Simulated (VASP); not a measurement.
# Sn (I4/mmm) in VASP: single point with PBEsol

Aim: the single point of Sn with PBEsol.

Everything below comes from runs of VASP 6.6.1. Logs are shortened: lines on timing, memory, paths and dates and some standing lists are left out, and cuts for length are marked.

## (1) The cell of the first run

Symmetry: I4/mmm, No. 139, tetragonal system. Conventional cell: a = 7.584 Å, b = 7.584 Å, c = 4.619 Å, α = 90.00°, β = 90.00°, γ = 90.00°.

## (2) Single point, PBEsol

INCAR

```
SYSTEM = Sn
PREC = Accurate ; ENCUT = 520
EDIFF = 1E-7 ; ISMEAR = 1
SIGMA = 0.15 ; LREAL = .FALSE.
LASPH = .TRUE. ; NELM = 80
ALGO = Normal ; ISIF = 2
LWAVE = .FALSE. ; LCHARG = .TRUE.
GGA = PS ; LELF = .TRUE.
LVHAR = .TRUE. ; NBANDS = 21
```

KPOINTS

```
Automatic mesh
0
G
  4 4 4
  0 0 0
```

POSCAR

```
Sn
1.0
    7.5838790000      0.0000000000      0.0000000000
    0.0000000000      7.5838790000      0.0000000000
    0.0000000000      0.0000000000      4.6194580000
Sn
2
Direct
    0.0000000000      0.0000000000      0.0000000000
    0.5000000000      0.5000000000      0.5000000000
```

Potentials or basis: VASP PAW PBE potentials, release 64 (Sn_d).

Run with:

```sh
> cat potpaw_PBE.64/Sn_d/POTCAR > POTCAR
> mpirun -np 1 vasp_std > vasp.out
```

OUTCAR:

```text
SYSTEM = Sn
   PREC = Accurate
   ENCUT = 520
   EDIFF = 1E-7
   ISMEAR = 1
   LREAL = .FALSE.
   LASPH = .TRUE.
   NELM = 80
   ISIF = 2
   GGA = PS

 ion  position               nearest neighbor table
   1  0.000  0.000  0.000-
   2  0.500  0.500  0.500-

  LATTYP: Found a simple tetragonal cell.
 ALAT       =     7.5838790000
 C/A-ratio  =     0.6091154672

  Lattice vectors:

 A1 = (   7.5838790000,   0.0000000000,   0.0000000000)
 A2 = (   0.0000000000,   7.5838790000,   0.0000000000)
 A3 = (   0.0000000000,   0.0000000000,   4.6194580000)

Analysis of symmetry for initial positions (statically):
=====================================================================
 Subroutine PRICEL returns following result:

  LATTYP: Found a body centered tetragonal cell.
 ALAT       =     7.5838790000
 C/A-ratio  =     0.6091154672

  Lattice vectors:

 A1 = (   3.7919395000,  -3.7919395000,  -2.3097290000)
 A2 = (  -3.7919395000,   3.7919395000,  -2.3097290000)
 A3 = (   3.7919395000,   3.7919395000,   2.3097290000)

   2 primitive cells build up your supercell.

 Routine SETGRP: Setting up the symmetry group for a
 simple tetragonal supercell.

 Subroutine GETGRP returns: Found 16 space group operations
 (whereof 16 operations were pure point group operations)
 out of a pool of 16 trial point group operations.

The static configuration has the point symmetry D_4h.

Analysis of symmetry for dynamics (positions and initial velocities):
=====================================================================
 Subroutine PRICEL returns following result:

  LATTYP: Found a body centered tetragonal cell.
 ALAT       =     7.5838790000
 C/A-ratio  =     0.6091154672

  Lattice vectors:

 A1 = (   3.7919395000,  -3.7919395000,  -2.3097290000)
 A2 = (  -3.7919395000,   3.7919395000,  -2.3097290000)
 A3 = (   3.7919395000,   3.7919395000,   2.3097290000)

   2 primitive cells build up your supercell.

 Routine SETGRP: Setting up the symmetry group for a
 simple tetragonal supercell.

 Subroutine GETGRP returns: Found 16 space group operations
 (whereof 16 operations were pure point group operations)
 out of a pool of 16 trial point group operations.

The dynamic configuration has the point symmetry D_4h.

 Subroutine INISYM returns: Found 16 space group operations
 (whereof 16 operations are pure point group operations),
 and found     2 'primitive' translations

----------------------------------------------------------------------------------------

                                     Primitive cell

  volume of cell :     132.8446

  direct lattice vectors                    reciprocal lattice vectors
     3.791939500 -3.791939500 -2.309729000     0.131858644 -0.000000000 -0.216475613
    -3.791939500  3.791939500 -2.309729000     0.000000000  0.131858644 -0.216475613
     3.791939500  3.791939500  2.309729000     0.131858644  0.131858644  0.000000000

  length of vectors
     5.838874754  5.838874754  5.838874754     0.253472667  0.253472667  0.186476282

  position of ions in fractional coordinates (direct lattice)
     0.000000000  0.000000000  0.000000000

  ion indices of the primitive-cell ions
   primitive index   ion index
                 1           1

----------------------------------------------------------------------------------------

 KPOINTS: Automatic mesh

Automatic generation of k-mesh.
 Grid dimensions read from file:
 generate k-points for:    4    4    4

 Generating k-lattice:

  Cartesian coordinates                     Fractional coordinates (reciprocal lattice)
     0.032964661  0.000000000  0.000000000     0.250000000  0.000000000  0.000000000
     0.000000000  0.032964661  0.000000000     0.000000000  0.250000000  0.000000000
     0.000000000  0.000000000  0.054118903     0.000000000  0.000000000  0.250000000

  Length of vectors
     0.032964661  0.032964661  0.054118903

  Shift w.r.t. Gamma in fractional coordinates (k-lattice)
     0.000000000  0.000000000  0.000000000

 Subroutine IBZKPT returns following result:
 ===========================================

 Found     18 irreducible k-points:

 Following reciprocal coordinates:
            Coordinates               Weight
  0.000000  0.000000  0.000000      1.000000
  0.250000  0.000000  0.000000      4.000000
  0.500000  0.000000  0.000000      2.000000
  0.250000  0.250000  0.000000      4.000000
  0.500000  0.250000  0.000000      4.000000
  0.500000  0.500000  0.000000      1.000000
[... 10 lines left out ...]
  0.500000  0.250000  0.500000      4.000000
  0.500000  0.500000  0.500000      1.000000
   k-points           NKPTS =     18   k-points in BZ     NKDIM =     18   number of bands    NBANDS=     21
   number of dos      NEDOS =    301   number of ions     NIONS =      2
   total plane-waves  NPLWV = 112896
   dimension x,y,z NGX =    56 NGY =   56 NGZ =   36
   dimension x,y,z NGXF=   112 NGYF=  112 NGZF=   72
   ions per type =               2
   NGX,Y,Z   is equivalent  to a cutoff of  12.28, 12.28, 12.96 a.u.
   NGXF,Y,Z  is equivalent  to a cutoff of  24.55, 24.55, 25.91 a.u.
 SYSTEM =  Sn
   PREC   = accura    normal or accurate (medium, high low for compatibility)
   ISTART =      0    job   : 0-new  1-cont  2-samecut
   ICHARG =      2    charge: 1-file 2-atom 10-const
   ISPIN  =      1    spin polarized calculation?
   LNONCOLLINEAR =      F non collinear calculations
   LSORBIT =      F    spin-orbit coupling
   LASPH  =      T    aspherical Exc in radial PAW
   ENCUT  =  520.0 eV  38.22 Ry    6.18 a.u.  14.10 14.10  8.59*2*pi/ulx,y,z
   NELM   =     80;   NELMIN=  2; NELMDL= -5     # of ELM steps
   EDIFF  = 0.1E-06   stopping-criterion for ELM
   LREAL  =      F    real-space projection
   EDIFFG = 0.1E-05   stopping-criterion for IOM
   NSW    =      0    number of steps for IOM
   IBRION =     -1    ionic relax: 0-MD 1-quasi-New 2-CG
   NFREE  =      0    steps in history (QN), initial steepest desc. (CG)
   ISIF   =      2    stress and relaxation
   ISYM   =      2    0-nonsym 1-usesym 2-fastsym
   POTIM  = 0.5000    time-step for ionic-motion
   TEBEG  =    0.0;   TEEND  =   0.0 temperature during run
   PSTRESS=    0.0 pullay stress
   NELECT =      28.0000    total number of electrons
   NUPDOWN=      -1.0000    fix difference up-down
   EMIN   =  10.00;   EMAX   =-10.00  energy-range for DOS
   EFERMI =   0.00;   METHOD = LEGACY
   ISMEAR =     1;   SIGMA  =   0.15  broadening in eV -4-tet -1-fermi 0-gaus
   EFERMI_NEDOS =   21; number of points for ismear=-14 and -15
   IALGO  =     38    algorithm
   IMIX   =      4    mixing-type and parameters
     AMIX     =   0.40;   BMIX     =  1.00
     AMIX_MAG =   1.60;   BMIX_MAG =  1.00
  volume/ion in A,a.u.               =     132.84       896.48
  Fermi-wavevector in a.u.,A,eV,Ry     =   0.773279  1.461285  8.135746  0.597960
  Thomas-Fermi vector in A             =   1.875090
   LORBIT       =      0    0 simple, 1 ext, 2 COOP (PROOUT), +10 PAW based schemes
   GGA     = PS    functional components
   LHFCALC =     F    Hartree Fock is set to
   AEXX    =    0.0000 exact exchange contribution
   IVDW    =     0    specifies the selected vdW correction
   LEPSILON=     F    determine dielectric tensor
   LRPA    =     F    only Hartree local field effects (RPA)
 non-spin polarized calculation
 Methfessel and Paxton  Order N= 1 SIGMA  =   0.15
  energy-cutoff  :      520.00
  volume of cell :      265.69
 maximum number of plane-waves:      7213
   NGX = 29   NGY = 29   NGZ = 17

 number of electron      28.0000013 magnetization

 Free energy of the ion-electron system (eV)
  ---------------------------------------------------
  ext. energy  EPLUGINS =         0.00000000
  ---------------------------------------------------
  free energy    TOTEN  =        -2.18658434 eV

  energy without entropy =       -2.18708785  energy(sigma->0) =       -2.18675217

 E-fermi :  -1.5025     XC(G=0):  -4.7365

 val. band max:       -1.5546946061   @ k =   0.2500   0.2500   0.2500
 cond. band min:      -1.4912906317   @ k =   0.2500   0.0000   0.2500
 fundamental gap:      0.0634039744
 Fermi energy:        -1.5024925264

 k-point     1 :       0.0000    0.0000    0.0000
  band No.  band energies     occupation
      1     -23.6651      2.00000
      2     -23.6650      2.00000
      3     -23.6643      2.00000
      4     -23.6640      2.00000
      5     -23.6475      2.00000
      6     -23.6475      2.00000
[... 13 lines left out ...]
     20       2.0554      0.00000
     21       3.3492      0.00000

 k-point     2 :       0.2500    0.0000    0.0000
  band No.  band energies     occupation
      1     -23.6651      2.00000
      2     -23.6650      2.00000
      3     -23.6642      2.00000
      4     -23.6641      2.00000
      5     -23.6475      2.00000
      6     -23.6475      2.00000
[... 13 lines left out ...]
     20       2.3837      0.00000
     21       3.6512      0.00000

 k-point     3 :       0.5000    0.0000    0.0000
  band No.  band energies     occupation
      1     -23.6650      2.00000
      2     -23.6650      2.00000
      3     -23.6642      2.00000
      4     -23.6642      2.00000
      5     -23.6474      2.00000
      6     -23.6474      2.00000
[... 13 lines left out ...]
     20       2.6565      0.00000
     21       3.7537      0.00000
[... 313 lines left out ...]
 k-point    17 :       0.5000    0.2500    0.5000
  band No.  band energies     occupation
      1     -23.6650      2.00000
      2     -23.6650      2.00000
      3     -23.6641      2.00000
      4     -23.6641      2.00000
      5     -23.6484      2.00000
      6     -23.6484      2.00000
[... 13 lines left out ...]
     20       2.8165      0.00000
     21       3.2476      0.00000

 k-point    18 :       0.5000    0.5000    0.5000
  band No.  band energies     occupation
      1     -23.6650      2.00000
      2     -23.6650      2.00000
      3     -23.6641      2.00000
      4     -23.6641      2.00000
      5     -23.6484      2.00000
      6     -23.6484      2.00000
[... 13 lines left out ...]
     20       3.2997      0.00000
     21       3.2997      0.00000

------------------------ aborting loop because EDIFF is reached ----------------------------------------

  FORCE on cell =-STRESS in cart. coord.  units (eV):
  Direction    XX          YY          ZZ          XY          YZ          ZX
  --------------------------------------------------------------------------------------
  -------------------------------------------------------------------------------------
  Total       -2.3827203     -2.3827203     -5.1227361      0.0000000      0.0000000      0.0000000
  in kB      -14.3684474    -14.3684474    -30.8914824      0.0000000      0.0000000      0.0000000
  external PRESSURE =     -19.8761257 kB  Pullay stress =       0.0000000 kB

 VOLUME and BASIS-vectors are now :
 -----------------------------------------------------------------------------
  energy-cutoff  :      520.00
  volume of cell :      265.69
      direct lattice vectors                 reciprocal lattice vectors
     7.583879000  0.000000000  0.000000000     0.131858644  0.000000000  0.000000000
     0.000000000  7.583879000  0.000000000     0.000000000  0.131858644  0.000000000
     0.000000000  0.000000000  4.619458000     0.000000000  0.000000000  0.216475613

 POSITION                                       TOTAL-FORCE (eV/Angst)
 -----------------------------------------------------------------------------------
      0.00000      0.00000      0.00000        -0.000000     -0.000000     -0.000000
      3.79194      3.79194      2.30973         0.000000      0.000000      0.000000
 -----------------------------------------------------------------------------------
    total drift:                                0.000000      0.000000      0.000000

  FREE ENERGIE OF THE ION-ELECTRON SYSTEM (eV)
  ---------------------------------------------------
  free  energy   TOTEN  =        -2.1865843389 eV

  energy  without entropy=       -2.1870878466  energy(sigma->0) =       -2.18675217
```

Wall time 3.8 min (1 thread of AMD EPYC 7R13, shared host); peak memory 0.3 GiB.

Results:

- Free energy: -2.1866 eV
- Pressure: -2.0 GPa
- Band gap on the k mesh: zero (filled and empty bands touch)

Levels at points of the mesh, in eV from the Fermi level:
| k point | band 11 | band 12 | band 13 | band 14 | band 15 | band 16 | band 17 | band 18 |
| --- | --- | --- | --- | --- | --- | --- | --- | --- |
| (0.00, 0.00, 0.00) | -6.99 | -6.84 | -0.34 | -0.34 | 0.47 | 0.47 | 1.35 | 1.54 |
| (0.50, 0.00, 0.00) | -6.91 | -6.91 | -0.12 | -0.12 | 0.01 | 0.01 | 1.44 | 1.44 |
| (0.50, 0.50, 0.00) | -6.91 | -6.91 | -0.58 | -0.58 | 0.58 | 0.58 | 1.45 | 1.45 |
| (0.00, 0.00, 0.50) | -6.62 | -6.62 | -0.72 | -0.72 | 0.46 | 0.46 | 0.46 | 0.46 |
| (0.50, 0.00, 0.50) | -6.62 | -6.62 | -0.77 | -0.77 | 0.47 | 0.47 | 0.49 | 0.49 |
| (0.50, 0.50, 0.50) | -6.62 | -6.62 | -0.70 | -0.70 | 0.36 | 0.36 | 0.36 | 0.36 |

Caveat: the PAW data sets were made with another functional, which shifts forces and pressure a little; spin-orbit coupling is left out, which moves the levels of the heavy elements.
